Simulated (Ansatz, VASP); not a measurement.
Given: the input of a run of VASP 6.6.1 on KCl.

INCAR

```
SYSTEM = KCl
PREC = Accurate ; ENCUT = 500
EDIFF = 1E-6 ; ISMEAR = -1
SIGMA = 0.05 ; LREAL = .False.
LASPH = .True. ; NELM = 120
ALGO = Normal ; ISIF = 2
LWAVE = .False. ; LCHARG = .True.
GGA = PS ; LELF = .True.
LVHAR = .True. ; NBANDS = 15
GGA_COMPAT = .False.
```

File KPOINTS:

```
Automatic mesh
0
Gamma
  6 6 6
  0 0 0
```

POSCAR

```
KCl
1.0
    0.0000000000      3.1464700000      3.1150053000
    3.1464700000      0.0000000000      3.1150053000
    3.1464700000      3.1464700000      0.0000000000
K Cl
1 1
Direct
    0.0000000000      0.0000000000      0.0000000000
    0.5000000000      0.5000000000      0.5000000000
```

Potentials or basis: VASP PAW PBE potentials, release 64 (K_sv, Cl).

Command:

```sh
$ cat potpaw_PBE.64/K_sv/POTCAR potpaw_PBE.64/Cl/POTCAR > POTCAR
$ mpirun -np 1 vasp_std > vasp.out
```

Q: Set up the same calculation for Ansatz 0.2.0. Potentials there: Ansatz PAW.

A: As run (the cutoff follows the program's own potentials):

The input input.yaml:

```yaml
crystal:
  lattice:
    - [0.0, 3.14647, 3.1150053]
    - [3.14647, 0.0, 3.1150053]
    - [3.14647, 3.14647, 0.0]
  atoms:
    - { symbol: K, position: [0.0, 0.0, 0.0] }
    - { symbol: Cl, position: [0.5, 0.5, 0.5] }
hamiltonian:
  xc: pbesol
  pseudopotentials: { kind: paw }
kpoints:
  mp_grid: { grid: [6, 6, 6] }
scf:
  occupations: { method: fermi_dirac, width: 0.05 }
output:
  forces: true
  stress: true
  eigenvalues: true
```

Potentials or basis: Ansatz PAW.

Run with:

```sh
$ ansatz run input.yaml --threads 1 --pin off --max-ram 3584MiB --backend cpu --events-out ev --progress --plain --runs-dir out
```

Both were run:

|  | VASP | Ansatz | Ansatz less VASP |
| --- | --- | --- | --- |
| gap on the k mesh at the Fermi level (eV) | 5.05 | 5.05 | +0.004 |
| least direct gap on the mesh (eV) | 5.05 | 5.05 | +0.004 |
| pressure (GPa) | -0.2 | -0.2 | -0.03 |
| traceless stress, the component that is largest in VASP (GPa) | 0.24 | 0.23 | -0.006 |

VASP's potentials were made for PBE, not for PBEsol.
